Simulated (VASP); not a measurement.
# Sb (Im-3m) in VASP: notebook

The runs below take Sb through single point, with PBEsol.

All numbers are computed with VASP 6.6.1; they aren't measurements. Logs are shortened: lines on timing, memory, paths and dates and some standing lists are left out, and cuts for length are marked.

## Step 1: The cell of the first run

Symmetry: Im-3m, No. 229, cubic system. Conventional cell: a = 2.858 Å, b = 2.858 Å, c = 2.858 Å, α = 90.00°, β = 90.00°, γ = 90.00°. Sb (site symmetry m-3m) has 14 Sb at 2.48 to 2.86 Å within 3.3 Å.

## Step 2: Single point, PBEsol (volume scaled by 0.45)

Input file INCAR:

```
PREC = Accurate
ENCUT = 520
EDIFF = 1E-6
ISMEAR = -1
SIGMA = 0.05
LREAL = F
LASPH = T
NELM = 100
ALGO = Normal
ISIF = 2
LWAVE = F
LCHARG = F
GGA = PS
NBANDS = 8
```

Input file KPOINTS:

```
regular mesh
0
Gamma
  16 16 16
```

Input file POSCAR:

```
Sb
1.0
   -1.4290198677      1.4290198677      1.4290198677
    1.4290198677     -1.4290198677      1.4290198677
    1.4290198677      1.4290198677     -1.4290198677
Sb
1
Direct
    0.0000000000      0.0000000000      0.0000000000
```

Potentials or basis: VASP PAW PBE potentials, release 64 (Sb).

Launch:

```bash
$ cat potpaw_PBE.64/Sb/POTCAR > POTCAR
$ mpirun -np 1 vasp_std > vasp.out
```

OUTCAR:

```text
PREC = Accurate
   ENCUT = 520
   EDIFF = 1E-6
   ISMEAR = -1
   LREAL = F
   LASPH = T
   NELM = 100
   ISIF = 2
   GGA = PS

 ion  position               nearest neighbor table
   1  0.000  0.000  0.000-

  LATTYP: Found a body centered cubic cell.
 ALAT       =     2.8580397354

  Lattice vectors:

 A1 = (  -1.4290198677,   1.4290198677,   1.4290198677)
 A2 = (   1.4290198677,  -1.4290198677,   1.4290198677)
 A3 = (   1.4290198677,   1.4290198677,  -1.4290198677)

Analysis of symmetry for initial positions (statically):
=====================================================================
 Subroutine PRICEL returns:
 Original cell was already a primitive cell.

 Routine SETGRP: Setting up the symmetry group for a
 body centered cubic supercell.

 Subroutine GETGRP returns: Found 48 space group operations
 (whereof 48 operations were pure point group operations)
 out of a pool of 48 trial point group operations.

The static configuration has the point symmetry O_h .

Analysis of symmetry for dynamics (positions and initial velocities):
=====================================================================
 Subroutine PRICEL returns:
 Original cell was already a primitive cell.

 Routine SETGRP: Setting up the symmetry group for a
 body centered cubic supercell.

 Subroutine GETGRP returns: Found 48 space group operations
 (whereof 48 operations were pure point group operations)
 out of a pool of 48 trial point group operations.

The dynamic configuration has the point symmetry O_h .

 Subroutine INISYM returns: Found 48 space group operations
 (whereof 48 operations are pure point group operations),
 and found     1 'primitive' translations

----------------------------------------------------------------------------------------

                                     Primitive cell

  volume of cell :      11.6728

  direct lattice vectors                    reciprocal lattice vectors
    -1.429019868  1.429019868  1.429019868     0.000000000  0.349890167  0.349890167
     1.429019868 -1.429019868  1.429019868     0.349890167  0.000000000  0.349890167
     1.429019868  1.429019868 -1.429019868     0.349890167  0.349890167  0.000000000

  length of vectors
     2.475135016  2.475135016  2.475135016     0.494819419  0.494819419  0.494819419

  position of ions in fractional coordinates (direct lattice)
     0.000000000  0.000000000  0.000000000

  ion indices of the primitive-cell ions
   primitive index   ion index
                 1           1

----------------------------------------------------------------------------------------

 KPOINTS: regular mesh

Automatic generation of k-mesh.
 Grid dimensions read from file:
 generate k-points for:   16   16   16

 Generating k-lattice:

  Cartesian coordinates                     Fractional coordinates (reciprocal lattice)
     0.000000000  0.021868135  0.021868135     0.062500000  0.000000000  0.000000000
     0.021868135  0.000000000  0.021868135     0.000000000  0.062500000  0.000000000
     0.021868135  0.021868135  0.000000000     0.000000000  0.000000000  0.062500000

  Length of vectors
     0.030926214  0.030926214  0.030926214

  Shift w.r.t. Gamma in fractional coordinates (k-lattice)
     0.000000000  0.000000000  0.000000000

 Subroutine IBZKPT returns following result:
 ===========================================

 Found    145 irreducible k-points:

 Following reciprocal coordinates:
            Coordinates               Weight
  0.000000  0.000000  0.000000      1.000000
  0.062500  0.000000  0.000000     12.000000
  0.125000  0.000000  0.000000     12.000000
  0.187500  0.000000  0.000000     12.000000
  0.250000  0.000000  0.000000     12.000000
  0.312500  0.000000  0.000000     12.000000
[... 16 lines left out ...]
  0.187500  0.187500  0.000000     24.000000
  0.250000  0.187500  0.000000     48.000000
 [... further k-points ...]
   k-points           NKPTS =    145   k-points in BZ     NKDIM =    145   number of bands    NBANDS=      8
   number of dos      NEDOS =    301   number of ions     NIONS =      1
   total plane-waves  NPLWV =   5832
   dimension x,y,z NGX =    18 NGY =   18 NGZ =   18
   dimension x,y,z NGXF=    36 NGYF=   36 NGZF=   36
   ions per type =               1
   NGX,Y,Z   is equivalent  to a cutoff of  12.09, 12.09, 12.09 a.u.
   NGXF,Y,Z  is equivalent  to a cutoff of  24.18, 24.18, 24.18 a.u.
 SYSTEM =  unknown system
   PREC   = accura    normal or accurate (medium, high low for compatibility)
   ISTART =      0    job   : 0-new  1-cont  2-samecut
   ICHARG =      2    charge: 1-file 2-atom 10-const
   ISPIN  =      1    spin polarized calculation?
   LNONCOLLINEAR =      F non collinear calculations
   LSORBIT =      F    spin-orbit coupling
   LASPH  =      T    aspherical Exc in radial PAW
   ENCUT  =  520.0 eV  38.22 Ry    6.18 a.u.   4.60  4.60  4.60*2*pi/ulx,y,z
   NELM   =    100;   NELMIN=  2; NELMDL= -5     # of ELM steps
   EDIFF  = 0.1E-05   stopping-criterion for ELM
   LREAL  =      F    real-space projection
   EDIFFG = 0.1E-04   stopping-criterion for IOM
   NSW    =      0    number of steps for IOM
   IBRION =     -1    ionic relax: 0-MD 1-quasi-New 2-CG
   NFREE  =      0    steps in history (QN), initial steepest desc. (CG)
   ISIF   =      2    stress and relaxation
   ISYM   =      2    0-nonsym 1-usesym 2-fastsym
   POTIM  = 0.5000    time-step for ionic-motion
   TEBEG  =    0.0;   TEEND  =   0.0 temperature during run
   PSTRESS=    0.0 pullay stress
   NELECT =       5.0000    total number of electrons
   NUPDOWN=      -1.0000    fix difference up-down
   EMIN   =  10.00;   EMAX   =-10.00  energy-range for DOS
   EFERMI =   0.00;   METHOD = LEGACY
   ISMEAR =    -1;   SIGMA  =   0.05  broadening in eV -4-tet -1-fermi 0-gaus
   EFERMI_NEDOS =   21; number of points for ismear=-14 and -15
   IALGO  =     38    algorithm
   IMIX   =      4    mixing-type and parameters
     AMIX     =   0.40;   BMIX     =  1.00
     AMIX_MAG =   1.60;   BMIX_MAG =  1.00
  volume/ion in A,a.u.               =      11.67        78.77
  Fermi-wavevector in a.u.,A,eV,Ry     =   1.234070  2.332055 20.720714  1.522930
  Thomas-Fermi vector in A             =   2.368775
   LORBIT       =      0    0 simple, 1 ext, 2 COOP (PROOUT), +10 PAW based schemes
   GGA     = PS    functional components
   LHFCALC =     F    Hartree Fock is set to
   AEXX    =    0.0000 exact exchange contribution
   IVDW    =     0    specifies the selected vdW correction
   LEPSILON=     F    determine dielectric tensor
   LRPA    =     F    only Hartree local field effects (RPA)
 non-spin polarized calculation
  energy-cutoff  :      520.00
  volume of cell :       11.67
 maximum number of plane-waves:       327
   NGX =  9   NGY =  9   NGZ =  9

 number of electron       5.0000001 magnetization

 Free energy of the ion-electron system (eV)
  ---------------------------------------------------
  ext. energy  EPLUGINS =         0.00000000
  ---------------------------------------------------
  free energy    TOTEN  =         3.12977117 eV

  energy without entropy =        3.13201113  energy(sigma->0) =        3.13089115

 E-fermi :  25.0288     XC(G=0): -14.3409

 val. band max:       24.9891946901   @ k =  -0.3125   0.3125   0.2500
 cond. band min:      25.0355808266   @ k =   0.4375   0.1250   0.0000
 fundamental gap:      0.0463861365
 Fermi energy:        25.0288285674

 k-point     1 :       0.0000    0.0000    0.0000
  band No.  band energies     occupation
      1       1.4662      2.00000
      2      35.2557      0.00000
      3      35.2557      0.00000
      4      35.2557      0.00000
      5      39.0649      0.00000
      6      39.0649      0.00000
      7      39.0649      0.00000
      8      40.0190      0.00000

 k-point     2 :       0.0625    0.0000    0.0000
  band No.  band energies     occupation
      1       1.6301      2.00000
      2      34.2707      0.00000
      3      35.0776      0.00000
      4      35.0813      0.00000
      5      37.9382      0.00000
      6      38.1954      0.00000
      7      39.0119      0.00000
      8      39.4980      0.00000

 k-point     3 :       0.1250    0.0000    0.0000
  band No.  band energies     occupation
      1       2.1235      2.00000
      2      31.8127      0.00000
      3      34.3369      0.00000
      4      34.6991      0.00000
      5      36.1986      0.00000
      6      37.1956      0.00000
      7      38.6134      0.00000
      8      40.5950      0.00000

 k-point     4 :       0.1875    0.0000    0.0000
  band No.  band energies     occupation
      1       2.9510      2.00000
      2      28.6313      0.00000
      3      33.0840      0.00000
      4      34.3110      0.00000
      5      34.3738      0.00000
      6      36.5232      0.00000
      7      39.1562      0.00000
      8      40.9766      0.00000

 k-point     5 :       0.2500    0.0000    0.0000
  band No.  band energies     occupation
      1       4.1183      2.00000
      2      25.1860      0.08275
      3      31.7565      0.00000
      4      32.6113      0.00000
      5      33.9867      0.00000
      6      36.1144      0.00000
      7      40.2614      0.00000
      8      41.3278      0.00000
[... 177 lines left out ...]
 k-point    22 :       0.4375    0.1250    0.0000
  band No.  band energies     occupation
      1      12.0891      2.00000
      2      13.5375      2.00000
      3      25.0356      0.93258
      4      28.8097      0.00000
      5      34.8025      0.00000
      6      38.6174      0.00000
      7      41.0704      0.00000
      8      44.5972      0.00000

 k-point    23 :       0.1875    0.1875    0.0000
  band No.  band energies     occupation
      1       5.9747      2.00000
      2      24.1758      2.00000
      3      24.4535      1.99998
      4      30.5460      0.00000
      5      35.6659      0.00000
      6      38.0620      0.00000
      7      41.6756      0.00000
      8      42.0630      0.00000

 k-point    24 :       0.2500    0.1875    0.0000
  band No.  band energies     occupation
      1       7.6705      2.00000
      2      20.9662      2.00000
      3      23.3428      2.00000
      4      29.6776      0.00000
      5      35.7329      0.00000
      6      38.4555      0.00000
      7      41.5275      0.00000
      8      43.8566      0.00000

 [... further k-points ...]

------------------------ aborting loop because EDIFF is reached ----------------------------------------

  FORCE on cell =-STRESS in cart. coord.  units (eV):
  Direction    XX          YY          ZZ          XY          YZ          ZX
  --------------------------------------------------------------------------------------
  -------------------------------------------------------------------------------------
  Total       26.3290982     26.3290982     26.3290982      0.0000000     -0.0000000     -0.0000000
  in kB     3613.8637550   3613.8637550   3613.8637550      0.0000000     -0.0000000     -0.0000000
  external PRESSURE =    3613.8637550 kB  Pullay stress =       0.0000000 kB

 VOLUME and BASIS-vectors are now :
 -----------------------------------------------------------------------------
  energy-cutoff  :      520.00
  volume of cell :       11.67
      direct lattice vectors                 reciprocal lattice vectors
    -1.429019868  1.429019868  1.429019868     0.000000000  0.349890167  0.349890167
     1.429019868 -1.429019868  1.429019868     0.349890167  0.000000000  0.349890167
     1.429019868  1.429019868 -1.429019868     0.349890167  0.349890167  0.000000000

 POSITION                                       TOTAL-FORCE (eV/Angst)
 -----------------------------------------------------------------------------------
      0.00000      0.00000      0.00000         0.000000      0.000000      0.000000
 -----------------------------------------------------------------------------------
    total drift:                                0.000000      0.000000      0.000000

  FREE ENERGIE OF THE ION-ELECTRON SYSTEM (eV)
  ---------------------------------------------------
  free  energy   TOTEN  =         3.1297711711 eV

  energy  without entropy=        3.1320111309  energy(sigma->0) =        3.13089115
```

Run time: 6.7 s. Hardware: 1 thread of Intel Xeon 6975P-C (Granite Rapids), shared host; peak memory 0.12 GiB.

What came out:

```
Free energy : 3.1298 eV
Pressure    : 361.4 GPa
```

Caveat: the PAW data sets were made with another functional, which shifts forces and pressure a little; spin-orbit coupling is left out, which moves the levels of the heavy elements.

## Step 3: Single point, PBEsol (volume scaled by 0.45)

Input file INCAR:

```
SYSTEM = Sb
PREC     = Accurate       ! precision mode
ENCUT    = 520            ! plane-wave cutoff, eV
EDIFF    = 1E-6           ! SCF threshold, eV
ISMEAR   = -1             ! smearing method
SIGMA    = 0.05           ! smearing width, eV
LREAL    = .FALSE.        ! projectors in reciprocal space
LASPH    = .TRUE.         ! aspherical terms in the spheres
NELM     = 100            ! most SCF steps
ALGO     = Normal         ! electronic algorithm
ISIF     = 2              ! what is computed and relaxed
LWAVE    = .FALSE.        ! write WAVECAR
LCHARG   = .TRUE.         ! write CHGCAR
GGA      = PS             ! functional
LELF     = .TRUE.         ! ELF
LVHAR    = .TRUE.       
NBANDS   = 8              ! bands
```

Input file KPOINTS:

```
Automatic mesh
0
G
  16 16 16
  0 0 0
```

POSCAR is that of step 2.

Potentials or basis: VASP PAW PBE potentials, release 64 (Sb).

Launch:

```bash
$ cat potpaw_PBE.64/Sb/POTCAR > POTCAR
$ mpirun -np 1 vasp_std > vasp.out
```

Wall time 6.6 s (1 thread of Intel Xeon 6975P-C (Granite Rapids), shared host); peak memory 0.12 GiB.

Results (log left out):

| Property | Result |
| --- | --- |
| Free energy | 3.1298 eV |
| Pressure | 361.4 GPa |

Levels at points of the mesh, in eV from the Fermi level:
```tsv
k point	band 1	band 2	band 3	band 4	band 5	band 6
(0.00, 0.00, 0.00)	-23.56	10.23	10.23	10.23	14.04	14.04
(0.50, 0.00, 0.00)	-13.55	-11.86	3.76	3.97	8.41	10.75
(0.50, 0.50, 0.50)	-5.28	-5.28	-5.28	0.90	1.00	1.00
```

Caveat: the PAW data sets were made with another functional, which shifts forces and pressure a little; spin-orbit coupling is left out, which moves the levels of the heavy elements.

[end of part 1 of 2]
